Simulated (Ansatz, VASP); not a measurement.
## Ta: VASP beside Ansatz

INCAR

```
SYSTEM = Ta
  PREC = Accurate
  ENCUT = 600
  EDIFF = 1E-6
  ISMEAR = -1
  SIGMA = 0.05
  LREAL = .False.
  LASPH = .True.
  NELM = 100
  ALGO = Normal
  ISIF = 3
  LWAVE = .False.
  LCHARG = .False.
  GGA = RP
  IVDW = 12
  IBRION = 2
  NSW = 60
  EDIFFG = -0.01
```

File KPOINTS:

```
Automatic mesh
0
Gamma
  11 11 5
  0 0 0
```

POSCAR

```
Ta
1.0
    2.9003720726      0.0000000000      0.0000000000
   -1.4501860363      2.5117958953      0.0000000000
    0.0000000000      0.0000000000      5.1662740000
Ta
2
Direct
    0.3333333333      0.6666666667      0.2500000000
    0.6666666667      0.3333333333      0.7500000000
```

Contents of input.yaml:

```yaml
crystal:
  lattice:
    - [2.9003720726, 0.0, 0.0]
    - [-1.4501860363, 2.5117958953, 0.0]
    - [0.0, 0.0, 5.166274]
  atoms:
    - { symbol: Ta, position: [0.3333333333, 0.6666666667, 0.25] }
    - { symbol: Ta, position: [0.6666666667, 0.3333333333, 0.75] }
hamiltonian:
  xc: rpbe
  pseudopotentials: { kind: paw }
  dispersion: d3bj
kpoints:
  mp_grid: { grid: [11, 11, 5] }
scf:
  occupations: { method: fermi_dirac, width: 0.05 }
output:
  forces: true
  stress: true
  eigenvalues: true
relax:
  f_tol: 0.01
  max_steps: 40
  cell: { stress_tol: 0.05 }
```

Alike in both runs: task relaxation of cell and atoms; functional RPBE; dispersion D3(BJ); k mesh 11 × 11 × 5; occupations fermi-dirac, width 0.05 eV; no spin polarisation.

|  | VASP | Ansatz |
| --- | --- | --- |
| version | VASP 6.6.1 | Ansatz 0.2.0 |
| potentials or method | VASP PAW PBE potentials, release 64 (Ta_pv) | Ansatz PAW |
| plane-wave cutoff (eV) | 600 | 420 |
| valence electrons in the cell | 22 | 26 |

```tsv
	VASP	Ansatz	Ansatz less VASP
gap on the k mesh at the Fermi level, each at its own relaxed structure (eV)	none	none	-
relaxed volume (Å³/atom)	15.54	15.51	-0.030
relaxed cell length with the largest relative difference (Å)	2.742	2.740	-0.0019
```

VASP's potentials were made for PBE, not for RPBE. A gap of «none» marks a metal or a gap that the smearing closes. VASP's potentials hold 22 valence electrons a cell and Ansatz's 26, so a difference there can come from the potentials and not from the codes.

Neither program's run includes spin-orbit coupling. Noted on VASP's run: the volume moved by over 15 % at a fixed basis, so the end points are rough. Noted on Ansatz's run: the volume moved by over 15 % at a fixed basis, so the end points are rough; the plane-wave basis is chosen anew once the cell has moved, so the energies of steps on either side of that aren't comparable.
